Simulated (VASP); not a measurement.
A run of VASP 6.6.1:

File INCAR:

```
SYSTEM = Si16C15
PREC = Accurate ; ENCUT = 520
EDIFF = 1E-6 ; ISMEAR = 0
SIGMA = 0.01 ; LREAL = Auto
LASPH = .TRUE. ; NELM = 150
ALGO = Normal ; ISIF = 2
LWAVE = .FALSE. ; LCHARG = .TRUE.
ISPIN = 2 ; MAGMOM = 0.25 0 0 0 0 0 0 0 0.25 0.25 0 0.25 0 0 0 0 0 0 0 0 0 0 0 0 0 0 0 0 0 0 0
LORBIT = 11 ; LELF = .TRUE.
LVHAR = .TRUE. ; NBANDS = 87
NELECT = 125.0
```

KPOINTS

```
Automatic mesh
0
Gamma
  2 2 2
  0.5 0.5 0.5
```

File POSCAR:

```
Si16C15
1.0
    3.0584217931     -5.2973419482      0.0000000000
   -6.1168435962      0.0000000057      0.0000000000
    0.0000000000      0.0000000000    -10.0121483307
Si C
16 15
Direct
    0.3336975163      0.1679730264      0.0642236451
    0.8329745188      0.1664611892      0.0622591281
    0.3352169727      0.6686937539      0.0622627972
    0.8330089316      0.6686440331      0.0622719371
    0.1673875461      0.3342761742      0.5625684326
    0.6665471695      0.3342908665      0.5625995749
    0.1673808849      0.8351346470      0.5625842162
    0.6670530277      0.8344974631      0.5621437337
    0.0139480936      0.0080011975      0.3127454381
    0.4936667663      0.0081733847      0.3128108178
    0.0004824237      0.5012901472      0.3112471000
    0.4935156784      0.4872848891      0.3127547869
    0.5006984732      0.5018104051      0.8123086883
    1.0004294895      0.5012406869      0.8126057128
    0.5006947998      1.0009369538      0.8123184261
    0.9997657988      1.0009068778      0.8122970110
    0.8346049386      0.1696057704      0.2499920894
    0.3321237848      0.6671367385      0.2499927805
    0.8346293572      0.6670935466      0.2500009085
    0.1668682613      0.3347166718      0.7505168086
    0.6674735399      0.3347525941      0.7505430408
    0.1668736771      0.8341980592      0.7505293635
    0.6670455411      0.8345379923      0.7489487994
    0.5010276044      0.5023618811      0.5017233001
    1.0004269745      0.5012413264      0.4997362555
    0.5010488964      1.0006656088      0.5017395817
    0.9992299912      1.0006240768      0.5016879036
   -0.0017660123      0.0001785371      0.9979051535
    0.5014447382      0.0002401053      0.9979221303
    0.0004118982      0.5012619701      0.9993648868
    0.5014948273      0.5034294034      0.9979024637
```

Potentials or basis: VASP PAW LDA potentials, release 64 (Si, C).

Run with:

```console
$ cat potpaw_LDA.64/Si/POTCAR potpaw_LDA.64/C/POTCAR > POTCAR
$ mpirun -np 1 vasp_std > vasp.out
```

Hardware: 1 thread of Intel(R) Xeon(R) Platinum 8488C (Sapphire Rapids), with other jobs on the host.

Task: How long does it take, and how much memory?

Result: Run time: 20 min on 1 thread of Intel(R) Xeon(R) Platinum 8488C (Sapphire Rapids) (shared host), peak memory 0.61 GiB. Counts: scf iterations 15, k points 12.
